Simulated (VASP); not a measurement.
Fe, 2 atoms in the cell. It takes space group P6_3/mmc (No. 194, hexagonal). The conventional cell has a = 2.375 Å, b = 2.375 Å, c = 3.752 Å, α = 90.00°, β = 90.00°, γ = 120.00°. Fe (site symmetry -6m2) has 12 Fe at 2.32 to 2.38 Å within 3.1 Å.  This cell differs from its parent crystal: volume scaled by 0.88.

- Program: VASP 6.6.1
- Task: single point
- Functional: RPBE
- Potentials or basis: VASP PAW PBE potentials, release 64 (Fe_sv)
- Cutoff: 600 eV
- k mesh: 16 × 16 × 9
- Occupations: fermi-dirac, width 0.05 eV
- Spin: collinear spin, antiferromagnetic start
- Starting moments: [2.5, -2.5] μB
- Dipole correction: no
- Second run: valence_matched
- Further INCAR settings: ALGO = Normal; EDIFF = 1e-06; NBANDS = 27

Potentials or basis: VASP PAW PBE potentials, release 64 (Fe_sv).

Launch:

```bash
$ cat potpaw_PBE.64/Fe_sv/POTCAR > POTCAR
$ mpirun -np 1 vasp_std > vasp.out
```

Hardware: 1 thread of Intel(R) Xeon(R) Platinum 8488C (Sapphire Rapids), with other jobs on the host.

Question: How long does it take, and how much memory?

Answer: It took 2.4 min on 1 thread of Intel(R) Xeon(R) Platinum 8488C (Sapphire Rapids), on a shared host, peak memory 0.23 GiB. Counts: scf iterations 17, k points 150.
